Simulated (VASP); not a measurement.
# MgI2 (Fm-3m) in VASP: notebook

The runs below take MgI2 through single point, with r2SCAN, PBE, HSE06, PBE0.

All numbers are computed with VASP 6.6.1; they aren't measurements. Logs are shortened: lines on timing, memory, paths and dates and some standing lists are left out, and cuts for length are marked.

### Step 1. The cell of the first run

It takes space group Fm-3m (No. 225, cubic). The conventional cell has a = 7.511 Å, b = 7.511 Å, c = 7.511 Å, α = 90.00°, β = 90.00°, γ = 90.00°. Mg (site symmetry m-3m) has 8 I at 3.25 Å within 4.3 Å. Within 4.3 Å of I (site symmetry -43m) lie 4 Mg at 3.25 Å and 6 I at 3.76 Å.

### Step 2. Single point, r2SCAN

Input file POSCAR:

```
MgI2
1.0
    0.0000000000      3.7557205864      3.7557205864
    3.7557205864      0.0000000000      3.7557205864
    3.7557205864      3.7557205864      0.0000000000
Mg I
1 2
Direct
    0.0000000000      0.0000000000      0.0000000000
    0.2500000000      0.2500000000      0.2500000000
    0.7500000000      0.7500000000      0.7500000000
```

Input file INCAR.step1:

```
ALGO = Normal
EDIFF = 1E-5
ENCUT = 660
GGA = PE
GGA_COMPAT = False
ISMEAR = 0
LASPH = True
LCHARG = False
LREAL = False
LWAVE = True
NBANDS = 15
NELM = 120
PREC = Accurate
SIGMA = 0.01
```

Input file INCAR.step2:

```
ALGO = Normal
EDIFF = 1E-6
ENCUT = 660
GGA_COMPAT = False
ISIF = 2
ISMEAR = 0
ISTART = 1
LASPH = True
LCHARG = False
LMIXTAU = True
LREAL = False
LWAVE = False
METAGGA = R2SCAN
NBANDS = 15
NELM = 120
PREC = Accurate
SIGMA = 0.01
```

Input file KPOINTS:

```
k-points
0
Gamma
  4 4 4
```

Potentials or basis: VASP PAW PBE potentials, release 64 (Mg, I).

The run is started by

```sh
cat potpaw_PBE.64/Mg/POTCAR potpaw_PBE.64/I/POTCAR > POTCAR
cp INCAR.step1 INCAR
mpirun -np 1 vasp_std > vasp.out
cp INCAR.step2 INCAR
mpirun -np 1 vasp_std > vasp.out
```

OUTCAR:

```text
EDIFF = 1E-6
   ENCUT = 660
   ISIF = 2
   ISMEAR = 0
   ISTART = 1
   LASPH = True
   LREAL = False
   METAGGA = R2SCAN
   NELM = 120
   PREC = Accurate

 ion  position               nearest neighbor table
   1  0.000  0.000  0.000-   2 3.25   3 3.25   3 3.25   3 3.25   3 3.25   2 3.25   2 3.25   2 3.25

   2  0.250  0.250  0.250-   1 3.25   1 3.25   1 3.25   1 3.25
   3  0.750  0.750  0.750-   1 3.25   1 3.25   1 3.25   1 3.25

  LATTYP: Found a face centered cubic cell.
 ALAT       =     7.5114411728

  Lattice vectors:

 A1 = (   0.0000000000,   3.7557205864,   3.7557205864)
 A2 = (   3.7557205864,   0.0000000000,   3.7557205864)
 A3 = (   3.7557205864,   3.7557205864,   0.0000000000)

Analysis of symmetry for initial positions (statically):
=====================================================================
 Subroutine PRICEL returns:
 Original cell was already a primitive cell.

 Routine SETGRP: Setting up the symmetry group for a
 face centered cubic supercell.

 Subroutine GETGRP returns: Found 48 space group operations
 (whereof 48 operations were pure point group operations)
 out of a pool of 48 trial point group operations.

The static configuration has the point symmetry O_h .

Analysis of symmetry for dynamics (positions and initial velocities):
=====================================================================
 Subroutine PRICEL returns:
 Original cell was already a primitive cell.

 Routine SETGRP: Setting up the symmetry group for a
 face centered cubic supercell.

 Subroutine GETGRP returns: Found 48 space group operations
 (whereof 48 operations were pure point group operations)
 out of a pool of 48 trial point group operations.

The dynamic configuration has the point symmetry O_h .

 Subroutine INISYM returns: Found 48 space group operations
 (whereof 48 operations are pure point group operations),
 and found     1 'primitive' translations

----------------------------------------------------------------------------------------

                                     Primitive cell

  volume of cell :     105.9522

  direct lattice vectors                    reciprocal lattice vectors
     0.000000000  3.755720586  3.755720586    -0.133130245  0.133130245  0.133130245
     3.755720586  0.000000000  3.755720586     0.133130245 -0.133130245  0.133130245
     3.755720586  3.755720586  0.000000000     0.133130245  0.133130245 -0.133130245

  length of vectors
     5.311390990  5.311390990  5.311390990     0.230588348  0.230588348  0.230588348

  position of ions in fractional coordinates (direct lattice)
     0.000000000  0.000000000  0.000000000
     0.250000000  0.250000000  0.250000000
     0.750000000  0.750000000  0.750000000

  ion indices of the primitive-cell ions
   primitive index   ion index
                 1           1
                 2           2
                 3           3

----------------------------------------------------------------------------------------

 KPOINTS: k-points

Automatic generation of k-mesh.
 Grid dimensions read from file:
 generate k-points for:    4    4    4

 Generating k-lattice:

  Cartesian coordinates                     Fractional coordinates (reciprocal lattice)
    -0.033282561  0.033282561  0.033282561     0.250000000  0.000000000  0.000000000
     0.033282561 -0.033282561  0.033282561     0.000000000  0.250000000  0.000000000
     0.033282561  0.033282561 -0.033282561     0.000000000  0.000000000  0.250000000

  Length of vectors
     0.057647087  0.057647087  0.057647087

  Shift w.r.t. Gamma in fractional coordinates (k-lattice)
     0.000000000  0.000000000  0.000000000

 Subroutine IBZKPT returns following result:
 ===========================================

 Found      8 irreducible k-points:

 Following reciprocal coordinates:
            Coordinates               Weight
  0.000000  0.000000  0.000000      1.000000
  0.250000  0.000000  0.000000      8.000000
  0.500000  0.000000  0.000000      4.000000
  0.250000  0.250000  0.000000      6.000000
  0.500000  0.250000  0.000000     24.000000
 -0.250000  0.250000  0.000000     12.000000
  0.500000  0.500000  0.000000      3.000000
 -0.250000  0.500000  0.250000      6.000000
   k-points           NKPTS =      8   k-points in BZ     NKDIM =      8   number of bands    NBANDS=     15
   number of dos      NEDOS =    301   number of ions     NIONS =      3
   total plane-waves  NPLWV = 110592
   dimension x,y,z NGX =    48 NGY =   48 NGZ =   48
   dimension x,y,z NGXF=    96 NGYF=   96 NGZF=   96
   ions per type =               1   2
   NGX,Y,Z   is equivalent  to a cutoff of  15.02, 15.02, 15.02 a.u.
   NGXF,Y,Z  is equivalent  to a cutoff of  30.05, 30.05, 30.05 a.u.
 SYSTEM =  unknown system
   PREC   = accura    normal or accurate (medium, high low for compatibility)
   ISTART =      1    job   : 0-new  1-cont  2-samecut
   ICHARG =      0    charge: 1-file 2-atom 10-const
   ISPIN  =      1    spin polarized calculation?
   LNONCOLLINEAR =      F non collinear calculations
   LSORBIT =      F    spin-orbit coupling
   LASPH  =      T    aspherical Exc in radial PAW
   ENCUT  =  660.0 eV  48.51 Ry    6.96 a.u.  11.13 11.13 11.13*2*pi/ulx,y,z
   NELM   =    120;   NELMIN=  2; NELMDL=  0     # of ELM steps
   EDIFF  = 0.1E-05   stopping-criterion for ELM
   LREAL  =      F    real-space projection
   EDIFFG = 0.1E-04   stopping-criterion for IOM
   NSW    =      0    number of steps for IOM
   IBRION =     -1    ionic relax: 0-MD 1-quasi-New 2-CG
   NFREE  =      0    steps in history (QN), initial steepest desc. (CG)
   ISIF   =      2    stress and relaxation
   ISYM   =      2    0-nonsym 1-usesym 2-fastsym
   POTIM  = 0.5000    time-step for ionic-motion
   TEBEG  =    0.0;   TEEND  =   0.0 temperature during run
   PSTRESS=    0.0 pullay stress
   NELECT =      16.0000    total number of electrons
   NUPDOWN=      -1.0000    fix difference up-down
   EMIN   =  10.00;   EMAX   =-10.00  energy-range for DOS
   EFERMI =   0.00;   METHOD = LEGACY
   ISMEAR =     0;   SIGMA  =   0.01  broadening in eV -4-tet -1-fermi 0-gaus
   EFERMI_NEDOS =   21; number of points for ismear=-14 and -15
   IALGO  =     38    algorithm
   IMIX   =      4    mixing-type and parameters
     AMIX     =   0.40;   BMIX     =  1.00
     AMIX_MAG =   1.60;   BMIX_MAG =  1.00
  volume/ion in A,a.u.               =      35.32       238.33
  Fermi-wavevector in a.u.,A,eV,Ry     =   0.871789  1.647443 10.340654  0.760017
  Thomas-Fermi vector in A             =   1.990947
   LORBIT       =      0    0 simple, 1 ext, 2 COOP (PROOUT), +10 PAW based schemes
   METAGGA = R2SCAN    functional components
   LHFCALC =     F    Hartree Fock is set to
   AEXX    =    0.0000 exact exchange contribution
   IVDW    =     0    specifies the selected vdW correction
   LEPSILON=     F    determine dielectric tensor
   LRPA    =     F    only Hartree local field effects (RPA)
 non-spin polarized calculation
 Gauss-broadening in eV      SIGMA  =   0.01
  energy-cutoff  :      660.00
  volume of cell :      105.95
 maximum number of plane-waves:      4128
 NGX is ok and might be reduce to    48
   NGX = 23   NGY = 23   NGZ = 23

 number of electron      15.9999999 magnetization

 Free energy of the ion-electron system (eV)
  ---------------------------------------------------
  ext. energy  EPLUGINS =         0.00000000
  ---------------------------------------------------
  free energy    TOTEN  =       -55.45831078 eV

  energy without entropy =      -55.45831078  energy(sigma->0) =      -55.45831078

 E-fermi :   3.1452     XC(G=0):  -8.4830

 val. band max:        3.0498174358   @ k =   0.5000   0.5000   0.0000
 cond. band min:       4.3423395452   @ k =   0.0000   0.0000   0.0000
 fundamental gap:      1.2925221094
 Fermi energy:         3.1452211329

 k-point     1 :       0.0000    0.0000    0.0000
  band No.  band energies     occupation
      1     -10.2993      2.00000
      2      -8.6217      2.00000
      3      -0.0020      2.00000
      4      -0.0020      2.00000
      5      -0.0020      2.00000
      6       1.8976      2.00000
      7       1.8976      2.00000
      8       1.8976      2.00000
      9       4.3423      0.00000
     10       6.5813      0.00000
     11       6.5813      0.00000
     12       6.5813      0.00000
     13       8.7895      0.00000
     14       8.7895      0.00000
     15       9.9428      0.00000

 k-point     2 :       0.2500    0.0000    0.0000
  band No.  band energies     occupation
      1     -10.0678      2.00000
      2      -8.8817      2.00000
      3      -0.1107      2.00000
      4       0.1233      2.00000
      5       0.1233      2.00000
      6       0.9503      2.00000
      7       1.4058      2.00000
      8       1.4058      2.00000
      9       5.5599      0.00000
     10       7.2788      0.00000
     11       7.2788      0.00000
     12       7.4409      0.00000
     13       9.9509      0.00000
     14       9.9509      0.00000
     15      11.2177      0.00000

 k-point     3 :       0.5000    0.0000    0.0000
  band No.  band energies     occupation
      1      -9.4958      2.00000
      2      -9.4821      2.00000
      3      -0.3090      2.00000
      4       0.4827      2.00000
      5       0.4827      2.00000
      6       0.4875      2.00000
      7       0.7291      2.00000
      8       0.7291      2.00000
      9       6.2832      0.00000
     10       8.6673      0.00000
     11       8.6673      0.00000
     12       9.3622      0.00000
     13      10.1774      0.00000
     14      10.1774      0.00000
     15      10.7597      0.00000
[... 55 lines left out ...]
 k-point     7 :       0.5000    0.5000    0.0000
  band No.  band energies     occupation
      1      -9.6925      2.00000
      2      -9.1430      2.00000
      3      -1.8696      2.00000
      4      -0.8025      2.00000
      5      -0.8025      2.00000
      6       2.5254      2.00000
      7       2.5254      2.00000
      8       3.0498      2.00000
      9       4.5538      0.00000
     10       7.8192      0.00000
     11      10.0321      0.00000
     12      10.0899      0.00000
     13      10.0899      0.00000
     14      10.5109      0.00000
     15      10.9895      0.00000

 k-point     8 :      -0.2500    0.5000    0.2500
  band No.  band energies     occupation
      1      -9.4371      2.00000
      2      -9.4371      2.00000
      3      -1.6643      2.00000
      4      -1.1285      2.00000
      5       0.5661      2.00000
      6       0.5661      2.00000
      7       2.7002      2.00000
      8       2.8468      2.00000
      9       5.4858      0.00000
     10       7.5532      0.00000
     11       9.1359      0.00000
     12       9.1359      0.00000
     13      11.2378      0.00000
     14      11.4880      0.00000
     15      11.4880      0.00000

------------------------ aborting loop because EDIFF is reached ----------------------------------------

  FORCE on cell =-STRESS in cart. coord.  units (eV):
  Direction    XX          YY          ZZ          XY          YZ          ZX
  --------------------------------------------------------------------------------------
  -------------------------------------------------------------------------------------
  Total       -0.0721525     -0.0721525     -0.0721525     -0.0000000     -0.0000000      0.0000000
  in kB       -1.0910692     -1.0910692     -1.0910692     -0.0000000     -0.0000000      0.0000000
  external PRESSURE =      -1.0910692 kB  Pullay stress =       0.0000000 kB

 VOLUME and BASIS-vectors are now :
 -----------------------------------------------------------------------------
  energy-cutoff  :      660.00
  volume of cell :      105.95
      direct lattice vectors                 reciprocal lattice vectors
     0.000000000  3.755720586  3.755720586    -0.133130245  0.133130245  0.133130245
     3.755720586  0.000000000  3.755720586     0.133130245 -0.133130245  0.133130245
     3.755720586  3.755720586  0.000000000     0.133130245  0.133130245 -0.133130245

 POSITION                                       TOTAL-FORCE (eV/Angst)
 -----------------------------------------------------------------------------------
      0.00000      0.00000      0.00000         0.000000      0.000000      0.000000
      1.87786      1.87786      1.87786        -0.000000     -0.000000     -0.000000
      5.63358      5.63358      5.63358         0.000000      0.000000      0.000000
 -----------------------------------------------------------------------------------
    total drift:                               -0.000000     -0.000000     -0.000000

  FREE ENERGIE OF THE ION-ELECTRON SYSTEM (eV)
  ---------------------------------------------------
  free  energy   TOTEN  =       -55.4583107781 eV

  energy  without entropy=      -55.4583107781  energy(sigma->0) =      -55.45831078
```

It took 2.3 min on 1 thread of Intel Xeon Platinum 8375C at 2.90GHz (Ice Lake), shared host; peak memory 0.35 GiB.

Results:

| Property | Result |
| --- | --- |
| Free energy | -55.4583 eV |
| Pressure | -0.1 GPa |
| Band gap on the k mesh | 1.29 eV (least direct gap 1.50 eV) |

Caveat: the PAW data sets were made with another functional, which shifts forces and pressure a little; spin-orbit coupling is left out, which moves the levels of the heavy elements.

### Step 3. Single point, PBE

Input file INCAR:

```
PREC = Accurate ; ENCUT = 600
EDIFF = 1E-6 ; ISMEAR = 0
SIGMA = 0.01 ; LREAL = F
LASPH = T ; NELM = 120
ALGO = Normal ; ISIF = 2
LWAVE = F ; LCHARG = T
GGA = PE ; LELF = T
LVHAR = T ; NBANDS = 15
GGA_COMPAT = F
```

Input file KPOINTS:

```
Automatic mesh
0
Gamma
  6 6 6
```

POSCAR is that of step 2.

Potentials or basis: VASP PAW PBE potentials, release 64 (Mg, I).

The run is started by

```sh
cat potpaw_PBE.64/Mg/POTCAR potpaw_PBE.64/I/POTCAR > POTCAR
mpirun -np 1 vasp_std > vasp.out
```

Wall time 28 s (1 thread of Intel Xeon Platinum 8375C at 2.90GHz (Ice Lake), shared host); peak memory 0.26 GiB.

It converged, with:

```
Free energy            : -6.4020 eV
Pressure               : 0.2 GPa
Band gap on the k mesh : 0.58 eV (least direct gap 1.06 eV)
```

Levels at points of the mesh, in eV from the valence-band top:
| k point | band 5 | band 6 | band 7 | band 8 | band 9 | band 10 | band 11 | band 12 |
| --- | --- | --- | --- | --- | --- | --- | --- | --- |
| (0.00, 0.00, 0.00) | -2.96 | -1.11 | -1.11 | -1.11 | 0.58 | 3.11 | 3.11 | 3.11 |
| (0.50, 0.00, 0.00) | -2.50 | -2.50 | -2.26 | -2.26 | 2.65 | 5.07 | 5.07 | 5.96 |
| (0.50, 0.50, 0.00) | -3.75 | -0.50 | -0.50 | 0.00 | 1.06 | 4.09 | 6.42 | 6.42 |

Caveat: spin-orbit coupling is left out, which moves the levels of the heavy elements.

### Step 4. Single point, HSE06

POSCAR is that of step 3.

Input file INCAR.step1:

```
PREC = Accurate ; ENCUT = 520
EDIFF = 1E-5 ; ISMEAR = 0
SIGMA = 0.01 ; LREAL = F
LASPH = T ; NELM = 120
ALGO = Normal ; ISIF = 2
LWAVE = T ; LCHARG = F
NBANDS = 15 ; GGA = PE
GGA_COMPAT = F
```

Input file INCAR.step2:

```
PREC = Accurate ; ENCUT = 520
EDIFF = 1E-6 ; ISMEAR = 0
SIGMA = 0.01 ; LREAL = F
LASPH = T ; NELM = 120
ALGO = Normal ; ISIF = 2
LWAVE = F ; LCHARG = F
GGA = PE ; LHFCALC = T
HFSCREEN = 0.2079 ; PRECFOCK = Normal
NBANDS = 15 ; ISTART = 1
GGA_COMPAT = F
```

Input file KPOINTS:

```
regular mesh
0
Gamma
  4 4 4
```

The run is started by

```sh
cat potpaw_PBE.64/Mg/POTCAR potpaw_PBE.64/I/POTCAR > POTCAR
cp INCAR.step1 INCAR
mpirun -np 1 vasp_std > vasp.out
cp INCAR.step2 INCAR
mpirun -np 1 vasp_std > vasp.out
```

It took 13 min on 1 thread of Intel Xeon Platinum 8375C at 2.90GHz (Ice Lake), shared host; peak memory 0.36 GiB.

Results (log left out):

- Free energy: -7.7726 eV
- Pressure: -0.6 GPa
- Band gap on the k mesh: 1.37 eV (least direct gap 1.80 eV)

Levels at points of the mesh, in eV from the valence-band top:
```tsv
k point	band 6	band 7	band 8	band 9	band 10	band 11
(0.00, 0.00, 0.00)	-1.20	-1.20	-1.20	1.37	3.92	3.92
(0.50, 0.00, 0.00)	-2.70	-2.44	-2.44	3.51	6.02	6.02
(0.50, 0.50, 0.00)	-0.54	-0.54	0.00	1.80	4.97	7.46
```

Caveat: the PAW data sets were made with another functional, which shifts forces and pressure a little; spin-orbit coupling is left out, which moves the levels of the heavy elements. A k mesh can miss the band edges.

### Step 5. Single point, PBE0

POSCAR is that of step 4.

Input file INCAR.step1:

```
  PREC = Accurate
  ENCUT = 520
  EDIFF = 1E-5
  ISMEAR = 0
  SIGMA = 0.01
  LREAL = F
  LASPH = T
  NELM = 120
  ALGO = Normal
  ISIF = 2
  LWAVE = T
  LCHARG = F
  GGA = PE
  NBANDS = 15
  GGA_COMPAT = F
```

Input file INCAR.step2:

```
  PREC = Accurate
  ENCUT = 520
  EDIFF = 1E-6
  ISMEAR = 0
  SIGMA = 0.01
  LREAL = F
  LASPH = T
  NELM = 120
  ALGO = Normal
  ISIF = 2
  LWAVE = F
  LCHARG = F
  GGA = PE
  LHFCALC = T
  AEXX = 0.25
  PRECFOCK = Normal
  ISTART = 1
  NBANDS = 15
  GGA_COMPAT = F
```

Input file KPOINTS:

```
Automatic mesh
0
Gamma
  4 4 4
```

The run is started by

```sh
cat potpaw_PBE.64/Mg/POTCAR potpaw_PBE.64/I/POTCAR > POTCAR
cp INCAR.step1 INCAR
mpirun -np 1 vasp_std > vasp.out
cp INCAR.step2 INCAR
mpirun -np 1 vasp_std > vasp.out
```

Run time: 13 min. Hardware: 1 thread of Intel Xeon Platinum 8375C at 2.90GHz (Ice Lake), shared host; peak memory 0.26 GiB.

Results (log left out):

* Free energy: -8.4654 eV
* Pressure: -0.6 GPa
* Band gap on the k mesh: 2.05 eV (least direct gap 2.51 eV)

Levels at points of the mesh, in eV from the valence-band top:
| k point | band 4 | band 5 | band 6 | band 7 | band 8 | band 9 | band 10 | band 11 | band 12 | band 13 |
| --- | --- | --- | --- | --- | --- | --- | --- | --- | --- | --- |
| (0.00, 0.00, 0.00) | -3.24 | -3.24 | -1.21 | -1.21 | -1.21 | 2.05 | 4.63 | 4.63 | 4.63 | 6.76 |
| (0.50, 0.00, 0.00) | -2.74 | -2.74 | -2.74 | -2.47 | -2.47 | 4.24 | 6.75 | 6.75 | 7.55 | 8.28 |
| (0.50, 0.50, 0.00) | -4.11 | -4.11 | -0.55 | -0.55 | 0.00 | 2.51 | 5.67 | 8.19 | 8.20 | 8.20 |

Caveat: the PAW data sets were made with another functional, which shifts forces and pressure a little; spin-orbit coupling is left out, which moves the levels of the heavy elements.

### Step 6. Summary

```tsv
level	k mesh	cutoff (eV)	grid for exact exchange (PRECFOCK)	share of exact exchange	screening parameter	gap on the mesh (eV)	pressure (GPa)
r2SCAN	4 × 4 × 4	660	-	-	-	1.29	-0.1
PBE	6 × 6 × 6	600	-	-	-	0.58	0.2
HSE06	4 × 4 × 4	520	Normal	0.25	0.2079 1/Å	1.37	-0.6
PBE0	4 × 4 × 4	520	Normal	0.25	-	2.05	-0.6
```

Alike in all rows: task single point; potentials or basis VASP PAW PBE potentials, release 64 (Mg, I); no spin polarisation; cell as given; smearing gaussian 0.01 eV.

On the cell as given the gap runs from 0.58 eV (PBE) to 2.05 eV (PBE0); the meshes differ, which moves gaps too. The pressure there spans -0.6 GPa (PBE0) to 0.2 GPa (PBE); a positive pressure means that this level wants a larger cell, a negative one a smaller.

Caveats: spin-orbit coupling is left out, which moves the levels of the heavy elements; the PAW data sets were made with another functional, which shifts forces and pressure a little (at least some runs).

Absolute energies hang on the potentials; compare differences alone.
